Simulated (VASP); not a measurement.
Write the native input for VASP 6.6.1 that does the following.

```yaml
Task: single point
Functional: PBE
Dispersion: D3(BJ)
Potentials_or_basis: VASP PAW PBE potentials, release 64 (Mg, O, H)
Cutoff: 520 eV
k_mesh: 3 × 3 × 1
Occupations: gaussian, width 0.05 eV
Spin: no spin polarisation
Dipole_correction: yes
Further_INCAR_settings: LREAL = Auto; ALGO = Normal; EDIFF = 1e-07; NBANDS = 88
```

The structure of Mg8HO8 lies in POSCAR:

```
Mg8HO8
1.0
    5.9506164682      0.0000000000      0.0000000000
    0.0000000000      5.9506164682      0.0000000000
    0.0000000000      0.0000000000     24.9092818854
Mg O H
16 16 2
Direct
    0.2500000000      0.2500000000      0.3211654208
    0.2500000000      0.7500000000      0.3211654208
    0.7500000000      0.2500000000      0.3211654208
    0.7500000000      0.7500000000      0.3211654208
    0.5000000000      0.5000000000      0.4056263314
    0.5000000000      0.0000000000      0.4056263314
    0.0000000000      0.5000000000      0.4056263314
    0.0000000000      0.0000000000      0.4056263314
    0.7499680074      0.7499598229      0.4904959859
    0.7499834582      0.2499321028      0.4905045844
    0.2499457649      0.7499847333      0.4905055929
    0.2499519710      0.2499398017      0.4904621394
    0.0002287661      0.0002360212      0.5745358293
    0.0001962263      0.4996688707      0.5744493299
    0.4996739358      0.0002137329      0.5744657690
    0.4997262603      0.4997069782      0.5744415471
    0.5000000000      0.5000000000      0.3211654208
    0.5000000000      0.0000000000      0.3211654208
    0.0000000000      0.5000000000      0.3211654208
    0.0000000000      0.0000000000      0.3211654208
    0.7500000000      0.7500000000      0.4056263314
    0.7500000000      0.2500000000      0.4056263314
    0.2500000000      0.7500000000      0.4056263314
    0.2500000000      0.2500000000      0.4056263314
   -0.0000795926     -0.0000891648      0.4902632556
   -0.0000589271      0.5000087311      0.4902467177
    0.5000116067     -0.0000766200      0.4902511052
    0.4999903892      0.4999954122      0.4902413081
    0.2499724174      0.2499775201      0.5764259888
    0.2499322670      0.7499578091      0.5764517530
    0.7499566493      0.2499226315      0.5764356069
    0.7498426552      0.7497793453      0.5765705324
    0.8026949773      0.8309391820      0.7043325610
    0.7835224886      0.8009939716      0.6751571249
```

These files were run (other wordings do the same):

INCAR

```
PREC = Accurate ; ENCUT = 520
EDIFF = 1E-7 ; ISMEAR = 0
SIGMA = 0.05 ; LREAL = Auto
LASPH = True ; NELM = 100
ALGO = Normal ; ISIF = 2
LWAVE = False ; LCHARG = False
LDIPOL = True ; IDIPOL = 3
DIPOL = 0.5 0.5 0.462 ; GGA = PE
IVDW = 12 ; NBANDS = 88
```

KPOINTS

```
regular mesh
0
Gamma
  3 3 1
```

Potentials or basis: VASP PAW PBE potentials, release 64 (Mg, O, H).

Launch:

```bash
$ cat potpaw_PBE.64/Mg/POTCAR potpaw_PBE.64/O/POTCAR potpaw_PBE.64/H/POTCAR > POTCAR
$ mpirun -np 1 vasp_std > vasp.out
```

Results of the run:

```yaml
Largest_force: 0.548 eV/Å
Band_gap_on_the_k_mesh: 3.37 eV
Dispersion_energy_per_atom: -0.209 eV
```

It took 14 min on 1 thread of Intel(R) Xeon(R) 6975P-C (Granite Rapids), with other jobs on the host, peak memory 0.97 GiB.
